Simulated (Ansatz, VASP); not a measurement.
Zn in VASP and in Ansatz

The input POSCAR:

```
Zn
1.0
    2.6478938697      0.0000000000      0.0000000000
   -1.3239469348      2.2931433577      0.0000000000
    0.0000000000      0.0000000000      9.8872999942
Zn
4
Direct
    0.0000000000      0.0000000000      1.0000000000
    0.0000000000      1.0000000000      0.5000000000
    0.3333333333      0.6666666667      0.2500000000
    0.6666666667      0.3333333333      0.7500000000
```

The input INCAR.step1:

```
SYSTEM = Zn
PREC = Accurate
ENCUT = 520
ISMEAR = -1
SIGMA = 0.1
LREAL = .FALSE.
LASPH = .TRUE.
NELM = 80
NBANDS = 32
GGA = PE
ALGO = Normal
EDIFF = 1E-4
LWAVE = .TRUE.
LCHARG = .FALSE.
```

The input INCAR.step2:

```
SYSTEM = Zn
PREC = Accurate
ENCUT = 520
EDIFF = 1E-6
ISMEAR = -1
SIGMA = 0.1
LREAL = .FALSE.
LASPH = .TRUE.
NELM = 80
ALGO = Normal
ISIF = 2
LWAVE = .FALSE.
LCHARG = .TRUE.
METAGGA = R2SCAN
LMIXTAU = .TRUE.
LELF = .TRUE.
LVHAR = .TRUE.
NBANDS = 32
ISTART = 1
```

The input KPOINTS:

```
Automatic mesh
0
G
  16 16 4
  0 0 0
```

Input for Ansatz:

```yaml
crystal:
  lattice:
    - [2.6478938697, 0.0, 0.0]
    - [-1.3239469348, 2.2931433577, 0.0]
    - [0.0, 0.0, 9.8872999942]
  atoms:
    - { symbol: Zn, position: [0.0, 0.0, 1.0] }
    - { symbol: Zn, position: [0.0, 1.0, 0.5] }
    - { symbol: Zn, position: [0.3333333333, 0.6666666667, 0.25] }
    - { symbol: Zn, position: [0.6666666667, 0.3333333333, 0.75] }
hamiltonian:
  xc: r2scan
  pseudopotentials:
    kind: paw
    azcp:
      Zn: "pseudopotentials/Zn.paw.azcp"
basis:
  ecutwfc: 500
  fft_grid_basis: typed
kpoints:
  mp_grid: { grid: [16, 16, 4], shift: [0, 0, 0] }
magnetization:
  spin_polarized: false
scf:
  occupations: { method: fermi_dirac, width: 0.1 }
  lower_state_search: "off"
output:
  stress: true
```

Alike in both runs: task single point; functional r2SCAN; k mesh 16 × 16 × 4; occupations fermi-dirac, width 0.1 eV; no spin polarisation.

|  | VASP | Ansatz |
| --- | --- | --- |
| version | VASP 6.6.1 | Ansatz 0.2.0 |
| potentials or method | VASP PAW PBE potentials, release 64 (Zn), cutoff 520 eV | plane waves (500 eV) with PAW, scalar-relativistic |
| valence electrons in the cell | 48 | 48 |

```csv
,VASP,Ansatz,Ansatz less VASP
pressure (GPa),-2.8,-3.2,-0.39
"traceless stress, the component that is largest in VASP (GPa)",0.31,0.52,+0.205
```

VASP's potentials were made for PBE, not for r2SCAN.
